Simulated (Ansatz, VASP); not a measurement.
**Ag: VASP beside Ansatz**

```xyz
4
Lattice="2.9488 0.0000 0.0000 -1.4744 2.5537 0.0000 0.0000 0.0000 9.3250" Properties=species:S:1:pos:R:3 pbc="T T T"
Ag    0.0000    1.7025    2.3312
Ag    1.4744    0.8512    6.9937
Ag    0.0000    0.0000    0.0000
Ag    0.0000    0.0000    4.6625
```

Change from the starting cell: strain +0.015 along x and y, -0.015 along z, atoms carried along.

Alike in both runs: task single point; functional r2SCAN; k mesh 18 × 18 × 6; occupations gaussian, width 0.15 eV; no spin polarisation.

|  | VASP | Ansatz |
| --- | --- | --- |
| version | VASP 6.6.1 | Ansatz 0.2.0 |
| potentials or method | VASP PAW PBE potentials, release 64 (Ag), cutoff 520 eV | scalar-relativistic, plane waves, PAW |
| valence electrons in the cell | 44 | 76 |

```tsv
	VASP	Ansatz	Ansatz less VASP
gap on the k mesh at the Fermi level (eV)	none	none	-
pressure (GPa)	-1.2	-1.3	-0.11
traceless stress, the component that is largest in VASP (GPa)	1.91	1.89	-0.025
```

VASP's potentials were made for PBE, not for r2SCAN. A gap of «none» marks a metal or a gap that the smearing closes. VASP's potentials hold 44 valence electrons a cell and Ansatz's 76, so a difference there can come from the potentials and not from the codes.
